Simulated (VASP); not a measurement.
Crystal: SrO (dq5).

```xyz
2
Lattice="0.0000 2.5807 2.5807 2.5807 0.0000 2.5807 2.5807 2.5807 0.0000" Properties=species:S:1:pos:R:3 pbc="T T T"
Sr    0.0000    0.0000    0.0000
O     2.5807    2.5807    2.5807
```

```yaml
Program: VASP 6.6.1
Task: relaxation of cell and atoms
Functional: LDA
Potentials_or_basis: VASP PAW LDA potentials, release 64 (Sr_sv, O)
Cutoff: 600 eV
k_mesh: 6 × 6 × 6
Occupations: gaussian, width 0.02 eV
Spin: no spin polarisation
```

At the start: pressure -4.6 GPa; volume 17.19 Å³/atom.

**Question.** How do energy, volume and symmetry change on relaxing?

**Answer.** Over 3 steps the energy falls by 12.9 meV/atom and the volume is 16.34 Å³/atom (-4.9 %); space group Fm-3m (No. 225, to 0.05 Å).

Step by step:
| step | energy change (eV) | largest force (eV/Å) | pressure (GPa) | volume (Å³) |
| --- | --- | --- | --- | --- |
| 1 | 0.0000 | 0.0000 | -4.65 | 34.37 |
| 2 | -0.0202 | 0.0000 | 2.52 | 31.95 |
| 3 | -0.0258 | 0.0000 | 0.01 | 32.68 |

Final structure:
```
Sr O
1.0
     0.00000    2.53769    2.53769
     2.53769    0.00000    2.53769
     2.53769    2.53769    0.00000
Sr O
1 1
Direct
  0.00000 0.00000 0.00000
  0.50000 0.50000 0.50000
```
